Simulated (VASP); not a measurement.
# Al2Cl2F (R-3m) in VASP: further runs, part 2 of 2

VASP 6.6.1. The steps go on from the part before.

## (4) Relaxation of cell and atoms, PBE

INCAR reads:

```
SYSTEM = Al2Cl2F
  ALGO = Normal
  EDIFF = 1E-7
  EDIFFG = -0.04
  ENCUT = 600
  GGA = PE
  IBRION = 2
  ISIF = 3
  ISMEAR = 0
  LASPH = .True.
  LCHARG = .False.
  LREAL = .False.
  LWAVE = .False.
  NELM = 100
  NSW = 90
  PREC = Accurate
  SIGMA = 0.1
```

KPOINTS reads:

```
k-points
0
Gamma
  6 6 6
  0 0 0
```

POSCAR reads:

```
Al2Cl2F
1.0
    2.3178870100      1.3382326900      5.1719113300
   -2.3178870100      1.3382326900      5.1719113300
    0.0000000000     -2.6764653800      5.1719113300
Al Cl F
2 2 1
Direct
    0.9008751900      0.9008751900      0.9008751900
    0.0991248100      0.0991248100      0.0991248100
    0.3607480400      0.3607480400      0.3607480400
    0.6392519600      0.6392519600      0.6392519600
    0.0000000000      0.0000000000      0.0000000000
```

Potentials or basis: VASP PAW PBE potentials, release 64 (Al, Cl, F).

Command:

```sh
> cat potpaw_PBE.64/Al/POTCAR potpaw_PBE.64/Cl/POTCAR potpaw_PBE.64/F/POTCAR > POTCAR
> mpirun -np 1 vasp_std > vasp.out
```

OUTCAR:

```text
SYSTEM = Al2Cl2F
   EDIFF = 1E-7
   EDIFFG = -0.04
   ENCUT = 600
   GGA = PE
   IBRION = 2
   ISIF = 3
   ISMEAR = 0
   LASPH = .True.
   LREAL = .False.
   NELM = 100
   NSW = 90
   PREC = Accurate

 ion  position               nearest neighbor table
   1  0.901  0.901  0.901-   5 1.54   4 2.90   4 2.90   4 2.90   2 3.08
   2  0.099  0.099  0.099-   5 1.54   3 2.90   3 2.90   3 2.90   1 3.08
   3  0.361  0.361  0.361-   2 2.90   2 2.90   2 2.90
   4  0.639  0.639  0.639-   1 2.90   1 2.90   1 2.90
   5  0.000  0.000  0.000-   1 1.54   2 1.54

  LATTYP: Found a trigonal (rhomboedric) cell.
 ALAT       =     5.8234125501
 COS(alpha) =     0.6831458475

  Lattice vectors:

 A1 = (   2.3178870100,   1.3382326900,   5.1719113300)
 A2 = (  -2.3178870100,   1.3382326900,   5.1719113300)
 A3 = (   0.0000000000,  -2.6764653800,   5.1719113300)

Analysis of symmetry for initial positions (statically):
=====================================================================
 Subroutine PRICEL returns:
 Original cell was already a primitive cell.

 Routine SETGRP: Setting up the symmetry group for a
 trigonal (rhombohedral) supercell.

 Subroutine GETGRP returns: Found 12 space group operations
 (whereof 12 operations were pure point group operations)
 out of a pool of 12 trial point group operations.

The static configuration has the point symmetry D_3d.
[... 286 lines left out ...]
--------------------------------------- Ionic step       17  -------------------------------------------

 number of electron      26.9999995 magnetization

------------------------ aborting loop because EDIFF is reached ----------------------------------------
[... 73 lines left out ...]
--------------------------------------- Ionic step       19  -------------------------------------------

 number of electron      26.9999995 magnetization

 Free energy of the ion-electron system (eV)
  ---------------------------------------------------
  ext. energy  EPLUGINS =         0.00000000
  ---------------------------------------------------
  free energy    TOTEN  =       -18.43552044 eV

  energy without entropy =      -18.42814191  energy(sigma->0) =      -18.43183117

 E-fermi :   4.0272     XC(G=0):  -9.0844

 val. band max:        3.9818841347   @ k =   0.5000   0.5000   0.1667
 cond. band min:       4.0398670364   @ k =   0.3333   0.3333  -0.0000
 fundamental gap:      0.0579829017
 Fermi energy:         4.0271974840

 k-point     1 :       0.0000    0.0000    0.0000
  band No.  band energies     occupation
      1     -21.1654      2.00000
      2     -11.8525      2.00000
      3     -11.4060      2.00000
      4      -4.6017      2.00000
      5      -2.4246      2.00000
      6      -2.4246      2.00000
[... 457 lines left out ...]
      4      -5.1138      2.00000
      5      -2.7736      2.00000
      6      -2.5360      2.00000
[... 9 lines left out ...]
     16       7.7934      0.00000
     17       8.7574      0.00000

 [... further k-points ...]

------------------------ aborting loop because EDIFF is reached ----------------------------------------

  FORCE on cell =-STRESS in cart. coord.  units (eV):
  Direction    XX          YY          ZZ          XY          YZ          ZX
  --------------------------------------------------------------------------------------
  -------------------------------------------------------------------------------------
  Total       -0.0056759     -0.0056759     -0.1005997      0.0000000      0.0000000      0.0000000
  in kB       -0.0937572     -0.0937572     -1.6617595      0.0000000      0.0000000      0.0000000
  external PRESSURE =      -0.6164247 kB  Pullay stress =       0.0000000 kB
[... 20 lines left out ...]
  FREE ENERGIE OF THE ION-ELECTRON SYSTEM (eV)
  ---------------------------------------------------
  free  energy   TOTEN  =       -18.4355204372 eV

  energy  without entropy=      -18.4281419090  energy(sigma->0) =      -18.43183117

 reached required accuracy - stopping structural energy minimisation
```

It took 11 min on 1 thread of Intel Xeon 6975P-C (Granite Rapids), shared host; peak memory 0.37 GiB.

What came out:

```
Free energy                           : -18.4355 eV
Relaxed volume                        : 19.40 Å³/atom
Relaxed cell                          : a = 6.342 Å, b = 6.342 Å, c = 6.342 Å, α = 40.49°, β = 40.49°, γ = 40.49°
Space group after relaxing (to 0.1 Å) : R-3m (No. 166)
Energy gained by relaxing             : 706.8 meV/atom
Ionic steps                           : 19
Pressure after relaxing               : -0.1 GPa
Largest force after relaxing          : 0.022 eV/Å
Band gap on the k mesh                : zero (an odd number of electrons rules out a gap without spin polarisation)
```

Forces in eV/Å, atoms in the order of the input:
```
Al   0.000  0.000 -0.004
Al   0.000  0.000  0.004
Cl   0.000  0.000 -0.022
Cl   0.000  0.000  0.022
F    0.000  0.000  0.000
```

Step by step:
| step | energy change (eV) | largest force (eV/Å) | pressure (GPa) | volume (Å³) |
| --- | --- | --- | --- | --- |
| 1 | 0.0000 | 7.4237 | 15.84 | 96.26 |
| 2 | 0.4488 | 2.5484 | -6.92 | 124.27 |
| 3 | -1.4606 | 2.2648 | -1.33 | 106.36 |
| 4 | -1.5021 | 2.2804 | -0.44 | 105.20 |
| 5 | -1.5197 | 2.2964 | 0.88 | 103.73 |
| 6 | -1.9715 | 1.9567 | -0.94 | 106.46 |
| 7 | -2.5065 | 0.7782 | -3.27 | 114.72 |
| 8 | -2.8931 | 0.5022 | -3.81 | 110.68 |
| 9 | -3.1855 | 0.7713 | -3.30 | 104.79 |
| 10 | -3.1926 | 0.8593 | -3.00 | 103.72 |
| 11 | -3.4011 | 0.5021 | 0.28 | 96.30 |
| 12 | -3.4214 | 0.5339 | 1.88 | 93.64 |
| 13 | -3.5099 | 0.3042 | 0.71 | 94.31 |
| 14 | -3.5118 | 0.3444 | 0.53 | 94.41 |
| 15 | -3.5295 | 0.1225 | 0.31 | 95.64 |
| 16 | -3.5336 | 0.0501 | 0.19 | 96.58 |
| 17 | -3.5336 | 0.0582 | 0.19 | 96.63 |
| 18 | -3.5339 | 0.0247 | -0.19 | 97.19 |
| 19 | -3.5341 | 0.0220 | -0.06 | 96.99 |

Final structure:
```
CELL_PARAMETERS angstrom
2.19451 1.26700 5.81396
-2.19451 1.26700 5.81396
0.00000 -2.53401 5.81396
ATOMIC_POSITIONS crystal
Al 0.89296 0.89296 0.89296
Al 0.10704 0.10704 0.10704
Cl 0.40477 0.40477 0.40477
Cl 0.59523 0.59523 0.59523
F 0.00000 0.00000 0.00000
```

Caveat: an odd number of electrons without spin polarisation forces a metal; a magnetic or distorted state may lie lower.

## (5) Single point, PBE

This run uses another cell than the first one, of 19.43 Å³/atom.

INCAR reads:

```
ALGO = Normal
EDIFF = 1E-6
ENCUT = 520
GGA = PE
ISIF = 2
ISMEAR = 0
LASPH = T
LCHARG = T
LELF = T
LREAL = F
LVHAR = T
LWAVE = F
NBANDS = 22
NELM = 80
PREC = Accurate
SIGMA = 0.1
```

KPOINTS reads:

```
k-points
0
Gamma
  12 12 12
```

POSCAR reads:

```
Al2Cl2F
1.0
    2.1971180344      1.2685066886      5.8087569500
   -2.1971180344      1.2685066886      5.8087569500
    0.0000000000     -2.5370133772      5.8087569500
Al Cl F
2 2 1
Direct
    0.8929548837      0.8929548837      0.8929548837
    0.1070451163      0.1070451163      0.1070451163
    0.4045131631      0.4045131631      0.4045131631
    0.5954868369      0.5954868369      0.5954868369
    0.0000000000      0.0000000000      0.0000000000
```

Potentials or basis: VASP PAW PBE potentials, release 64 (Al, Cl, F).

Command:

```sh
> cat potpaw_PBE.64/Al/POTCAR potpaw_PBE.64/Cl/POTCAR potpaw_PBE.64/F/POTCAR > POTCAR
> mpirun -np 1 vasp_std > vasp.out
```

OUTCAR:

```text
EDIFF = 1E-6
   ENCUT = 520
   GGA = PE
   ISIF = 2
   ISMEAR = 0
   LASPH = T
   LREAL = F
   NELM = 80
   PREC = Accurate

 ion  position               nearest neighbor table
   1  0.893  0.893  0.893-   5 1.87   4 2.61   4 2.61   4 2.61   2 3.28   2 3.28   2 3.28
   2  0.107  0.107  0.107-   5 1.87   3 2.61   3 2.61   3 2.61   1 3.28   1 3.28   1 3.28
   3  0.405  0.405  0.405-   2 2.61   2 2.61   2 2.61
   4  0.595  0.595  0.595-   1 2.61   1 2.61   1 2.61
[... 805 lines left out ...]
  --------------------------------------------------------------------------------------
  -------------------------------------------------------------------------------------
  Total       -0.0787794     -0.0787794     -0.0530296      0.0000000      0.0000000      0.0000000
  in kB       -1.2993996     -1.2993996     -0.8746782      0.0000000      0.0000000      0.0000000
  external PRESSURE =      -1.1578258 kB  Pullay stress =       0.0000000 kB

 VOLUME and BASIS-vectors are now :
 -----------------------------------------------------------------------------
  energy-cutoff  :      520.00
  volume of cell :       97.14
      direct lattice vectors                 reciprocal lattice vectors
     2.197118034  1.268506689  5.808756950     0.227570842  0.131388087  0.057384624
    -2.197118034  1.268506689  5.808756950    -0.227570842  0.131388087  0.057384624
     0.000000000 -2.537013377  5.808756950     0.000000000 -0.262776173  0.057384624

 POSITION                                       TOTAL-FORCE (eV/Angst)
 -----------------------------------------------------------------------------------
      0.00000      0.00000     15.56087         0.000000     -0.000000     -0.000636
      0.00000      0.00000      1.86540         0.000000     -0.000000      0.000636
      0.00000      0.00000      7.04916         0.000000      0.000000      0.001239
      0.00000      0.00000     10.37711         0.000000     -0.000000     -0.001239
      0.00000      0.00000      0.00000        -0.000000     -0.000000      0.000000
 -----------------------------------------------------------------------------------
    total drift:                               -0.000000      0.000000      0.000000

  FREE ENERGIE OF THE ION-ELECTRON SYSTEM (eV)
  ---------------------------------------------------
  free  energy   TOTEN  =       -18.4358529705 eV

  energy  without entropy=      -18.4275097371  energy(sigma->0) =      -18.43168135
```

OSZICAR:

```text
N       E                     dE             d eps       ncg     rms          rms(c)
DAV:   1     0.128579637313E+03    0.12858E+03   -0.11193E+04  8316   0.103E+03
DAV:   2    -0.939302457157E+01   -0.13797E+03   -0.13207E+03 11002   0.195E+02
DAV:   3    -0.193812180265E+02   -0.99882E+01   -0.99263E+01 10544   0.557E+01
DAV:   4    -0.194938239965E+02   -0.11261E+00   -0.11257E+00  9582   0.681E+00
DAV:   5    -0.194959116478E+02   -0.20877E-02   -0.20876E-02 10582   0.939E-01    0.859E+00
DAV:   6    -0.184734628655E+02    0.10224E+01   -0.33466E+00  9222   0.121E+01    0.450E+00
DAV:   7    -0.184382867791E+02    0.35176E-01   -0.19115E-01  9678   0.248E+00    0.254E+00
DAV:   8    -0.184352407180E+02    0.30461E-02   -0.44208E-02  9834   0.143E+00    0.347E-01
DAV:   9    -0.184354759194E+02   -0.23520E-03   -0.47012E-03 10820   0.611E-01    0.121E-01
DAV:  10    -0.184357218717E+02   -0.24595E-03   -0.86373E-04  9390   0.176E-01    0.797E-02
DAV:  11    -0.184357807772E+02   -0.58905E-04   -0.18308E-04  9860   0.107E-01    0.445E-02
DAV:  12    -0.184358513129E+02   -0.70536E-04   -0.81202E-05  9060   0.524E-02    0.134E-02
DAV:  13    -0.184358530834E+02   -0.17704E-05   -0.40575E-06 10572   0.162E-02    0.854E-03
DAV:  14    -0.184358529705E+02    0.11291E-06   -0.21855E-06  9186   0.118E-02
   1 F= -.18435853E+02 E0= -.18431681E+02  d E =-.834323E-02
```

stdout:

```text
POSCAR found type information on POSCAR AlClF
 POSCAR found :  3 types and       5 ions
 scaLAPACK will be used
 LDA part: xc-table for (Slater+PW92), standard interpolation
 POSCAR, INCAR and KPOINTS ok, starting setup
 FFT: planning ... GRIDC
 FFT: planning ... GRID_SOFT
 FFT: planning ... GRID
 WAVECAR not read
 entering main loop
```

Run time: 4.1 min. Hardware: 1 thread of Intel Xeon 6975P-C (Granite Rapids), shared host; peak memory 0.55 GiB.

What came out:

```
Free energy            : -18.4359 eV
Pressure               : -0.1 GPa
Band gap on the k mesh : zero (an odd number of electrons rules out a gap without spin polarisation)
```

Caveat: an odd number of electrons without spin polarisation forces a metal; a magnetic or distorted state may lie lower.

## (6) The runs side by side

| task | cell | k mesh | cutoff (eV) | gap on the mesh (eV) | pressure (GPa) | largest force (eV/Å) |
| --- | --- | --- | --- | --- | --- | --- |
| single point | a = 5.823 Å, angles 46.9°, 5 atoms, atomic positions A | 6 × 6 × 6 | 520 | none | 15.8 | 7.43 |
| single point | a = 6.336 Å, angles 40.6°, 5 atoms, atomic positions B | 6 × 6 × 6 | 520 | none | -0.1 | 0.01 |
| relaxation of cell and atoms | relaxed from a = 5.823 Å, angles 46.9°, 5 atoms, atomic positions A | 6 × 6 × 6 | 600 | none | -0.1 | 0.02 |
| single point | a = 6.339 Å, angles 40.6°, 5 atoms, atomic positions B | 12 × 12 × 12 | 520 | none | -0.1 | - |

Alike in all rows: level PBE; potentials or basis VASP PAW PBE potentials, release 64 (Al, Cl, F); no spin polarisation; smearing gaussian 0.1 eV.

Caveats: an odd number of electrons without spin polarisation forces a metal; a magnetic or distorted state may lie lower; the cell stands under pressure (at least some runs).

Absolute energies hang on the potentials; compare differences alone.
